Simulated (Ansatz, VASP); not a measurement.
# One calculation of BiP, two programs

```
Bi P
1.0
     0.00000    2.92388    2.92388
     2.92388    0.00000    2.92388
     2.92388    2.92388    0.00000
Bi P
1 1
Direct
  0.00000 0.00000 0.00000
  0.50000 0.50000 0.50000
```

Alike in both runs: functional PBE; k mesh 12 × 12 × 12; occupations fermi-dirac, width 0.05 eV; no spin polarisation.

Ansatz relaxed the structure, and its values are those at the end. VASP's run is a single point on that final structure, the one shown.

|  | VASP | Ansatz |
| --- | --- | --- |
| version | VASP 6.6.1 | Ansatz 0.2.0 |
| potentials or method | VASP PAW PBE potentials, release 64 (Bi_d, P) | PAW with Ansatz's default frozen-core files, scalar-relativistic |
| plane-wave cutoff (eV) | 520 | 420 |
| valence electrons in the cell | 20 | 20 |

|  | VASP | Ansatz | Ansatz less VASP |
| --- | --- | --- | --- |
| pressure (GPa) | 0.0 | 0.0 | +0.05 |

The functional is the same, so the differences come from potentials, cutoffs and numerics.

Spin-orbit coupling is off throughout.
